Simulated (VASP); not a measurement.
Cu:

```
Cu
1.0
    -1.44279    1.44279    1.37608
     1.44279   -1.44279    1.37608
     1.44279    1.44279   -1.37608
Cu
1
Direct
  0.00000 0.00000 0.00000
```

* Program: VASP 6.6.1
* Task: relaxation of cell and atoms
* Functional: revPBE
* Dispersion: D3(BJ)
* Potentials or basis: VASP PAW PBE potentials, release 64 (Cu)
* Cutoff: 600 eV
* k mesh: 13 × 13 × 13
* Occupations: fermi-dirac, width 0.05 eV
* Spin: no spin polarisation

At the start: pressure -5.2 GPa; volume 11.46 Å³/atom.

Task: How do energy, volume and symmetry change on relaxing?

Result: Over 55 steps the energy falls by 6.7 meV/atom and the volume is 11.09 Å³/atom (-3.2 %); space group I4/mmm (No. 139, to 0.05 Å).

Step by step:
```
step  energy change (eV)  largest force (eV/Å)  pressure (GPa)  volume (Å³)
   1              0.0000                0.0000           -5.16        11.46
   3             -0.0067                0.0000           -0.23        11.07
   5             -0.0065                0.0000           -1.00        11.13
   7             -0.0067                0.0000            0.00        11.08
   9             -0.0067                0.0000            0.77        11.08
  11             -0.0067                0.0000           -0.27        11.09
  13             -0.0067                0.0000           -1.08        11.09
  15             -0.0067                0.0000            0.09        11.07
  17             -0.0067                0.0000           -0.05        11.08
  19             -0.0067                0.0000           -0.47        11.08
  21             -0.0067                0.0000            0.25        11.08
  23             -0.0067                0.0000            0.36        11.09
  25             -0.0067                0.0000           -0.27        11.09
  27             -0.0067                0.0000           -0.36        11.09
  29             -0.0067                0.0000            0.41        11.08
  31             -0.0067                0.0000           -0.12        11.08
  33             -0.0067                0.0000           -0.06        11.08
  35             -0.0067                0.0000           -0.46        11.08
  37             -0.0067                0.0000            0.15        11.08
  39             -0.0067                0.0000           -0.02        11.08
  41             -0.0067                0.0000            0.16        11.08
  43             -0.0067                0.0000           -0.28        11.08
  45             -0.0067                0.0000           -0.32        11.07
  47             -0.0067                0.0000            0.36        11.07
  49             -0.0067                0.0000            0.27        11.07
  51             -0.0067                0.0000            0.20        11.08
  53             -0.0067                0.0000           -0.72        11.09
  55             -0.0067                0.0000           -0.01        11.09
```

Final structure:
```cif
data_structure
_symmetry_space_group_name_H-M 'P 1'
_symmetry_Int_Tables_number 1
_cell_length_a 2.4338
_cell_length_b 2.4338
_cell_length_c 2.4338
_cell_angle_alpha 108.489
_cell_angle_beta 108.489
_cell_angle_gamma 111.454
_cell_volume 11.09
loop_
_atom_site_label
_atom_site_type_symbol
_atom_site_fract_x
_atom_site_fract_y
_atom_site_fract_z
_atom_site_occupancy
Cu1 Cu 0.00000 0.00000 0.00000 1
```

Caveat: the PAW data sets were made with another functional, which shifts forces and pressure a little; pairwise dispersion overbinds metals, which lowers pressure and volume.
